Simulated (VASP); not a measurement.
Write the native input for VASP 6.6.1 that does the following.

* Task: relaxation of cell and atoms
* Functional: LDA
* Potentials or basis: VASP PAW LDA potentials, release 64 (La)
* Cutoff: 600 eV
* k mesh: 14 × 14 × 14
* Occupations: fermi-dirac, width 0.08 eV
* Spin: no spin polarisation
* Target pressure: 3.5 GPa
* Dipole correction: no
* Further INCAR settings: ALGO = Normal; EDIFF = 1e-07; IBRION = 2; EDIFFG = -0.005; NSW = 32; ISIF = 3

The structure of La lies in POSCAR:

```
La
1.0
   -1.9550351231      1.9550351231      1.9550351231
    1.9550351231     -1.9550351231      1.9550351231
    1.9550351231      1.9550351231     -1.9550351231
La
1
Direct
    0.0000000000      0.0000000000      0.0000000000
```

One way to write it, as run:

INCAR

```
ALGO     = Normal         # electronic algorithm
EDIFF    = 1E-7           # SCF threshold, eV
EDIFFG   = -0.005         # ionic threshold
ENCUT    = 600            # plane-wave cutoff, eV
IBRION   = 2              # ionic algorithm
ISIF     = 3              # what is computed and relaxed
ISMEAR   = -1             # smearing method
LASPH    = T              # aspherical terms in the spheres
LCHARG   = F              # write CHGCAR
LREAL    = F              # projectors in reciprocal space
LWAVE    = F              # write WAVECAR
NELM     = 80             # most SCF steps
NSW      = 32             # ionic steps
PREC     = Accurate       # precision mode
PSTRESS  = 35.0         
SIGMA    = 0.08           # smearing width, eV
```

KPOINTS

```
k-points
0
Gamma
  14 14 14
```

Potentials or basis: VASP PAW LDA potentials, release 64 (La).

Launch:

```bash
$ cat potpaw_LDA.64/La/POTCAR > POTCAR
$ mpirun -np 1 vasp_std > vasp.out
```

Results of the run:

| Property | Result |
| --- | --- |
| Relaxed volume | 29.77 Å³/atom |
| Relaxed cell | a = 3.382 Å, b = 3.382 Å, c = 3.382 Å, α = 109.47°, β = 109.47°, γ = 109.47° |
| Space group after relaxing (to 0.05 Å) | Im-3m (No. 229) |
| Energy change on relaxing (the enthalpy is what falls) | +2.5 meV/atom |
| Ionic steps | 2 |
| Pressure after relaxing | 3.5 GPa |

Caveat: the cell is relaxed towards a set pressure, so the enthalpy falls and the energy may rise.

Run time: 2.2 min on 1 thread of Oxide Virtual Turin-like Processor, on a shared host, peak memory 0.16 GiB.
